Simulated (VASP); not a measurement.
Write the native input for VASP 6.6.1 that does the following.

```yaml
Task: single point
Functional: revPBE
Potentials_or_basis: VASP PAW PBE potentials, release 64 (Cr_pv)
Cutoff: 520 eV
k_mesh: 15 × 15 × 15
Occupations: fermi-dirac, width 0.1 eV
Spin: no spin polarisation
Dipole_correction: no
Further_INCAR_settings: ALGO = Normal; EDIFF = 1e-06; NBANDS = 12
```

The structure of Cr lies in POSCAR:

```
Cr
1.0
    2.3204963841      0.0000000000      0.0000000000
    0.0000000000      2.3204963841      0.0000000000
    0.0000000000      0.0000000000      2.3204963841
Cr
1
Direct
    0.0000000000      0.0000000000      0.0000000000
```

This cell differs from its parent crystal: volume scaled by 0.96.

One way to write it, as run:

INCAR

```
PREC = Accurate ; ENCUT = 520
EDIFF = 1E-6 ; ISMEAR = -1
SIGMA = 0.1 ; LREAL = False
LASPH = True ; NELM = 60
ALGO = Normal ; ISIF = 2
LWAVE = False ; LCHARG = False
GGA = RE ; NBANDS = 12
```

KPOINTS

```
regular mesh
0
Gamma
  15 15 15
```

Potentials or basis: VASP PAW PBE potentials, release 64 (Cr_pv).

The run is started by

```bash
$ cat potpaw_PBE.64/Cr_pv/POTCAR > POTCAR
$ mpirun -np 1 vasp_std > vasp.out
```

Results of the run:

The pressure is 8.6 GPa and the band gap on the k mesh is zero (band 6 reaches 11.12 eV, above the bottom of band 7 at 9.34 eV).

Caveat: the PAW data sets were made with another functional, which shifts forces and pressure a little; the run has no spin polarisation, though such a crystal can be magnetic.

Wall time 11 s on 1 thread of Intel(R) Xeon(R) Platinum 8259CL CPU @ 2.50GHz (Skylake/Cascade Lake) (shared host), peak memory 0.13 GiB.
